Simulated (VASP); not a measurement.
Input of a VASP 6.6.1 run:

The input INCAR:

```
PREC = Accurate
ENCUT = 520
EDIFF = 1E-6
ISMEAR = -1
SIGMA = 0.1
LREAL = False
LASPH = True
NELM = 100
ALGO = Normal
ISIF = 2
LWAVE = False
LCHARG = False
GGA = PE
NBANDS = 9
```

Contents of KPOINTS:

```
regular mesh
0
Gamma
  17 17 10
```

File POSCAR:

```
Mg
1.0
    2.5379559486      0.0000000000      0.0000000000
   -1.2689779743      2.1979343252      0.0000000000
    0.0000000000      0.0000000000      4.1320212267
Mg
2
Direct
    0.3333333333      0.6666666667      0.2500000000
    0.6666666667      0.3333333333      0.7500000000
```

Potentials or basis: VASP PAW PBE potentials, release 64 (Mg).

The run is started by

```sh
$ cat potpaw_PBE.64/Mg/POTCAR > POTCAR
$ mpirun -np 1 vasp_std > vasp.out
```

**Question.** What does it give for the band gap on the k mesh?

**Answer.** Zero (band 2 reaches 8.84 eV, above the bottom of band 3 at 6.24 eV).

**Question.** Predict the pressure.

**Answer.** 95.8 GPa.
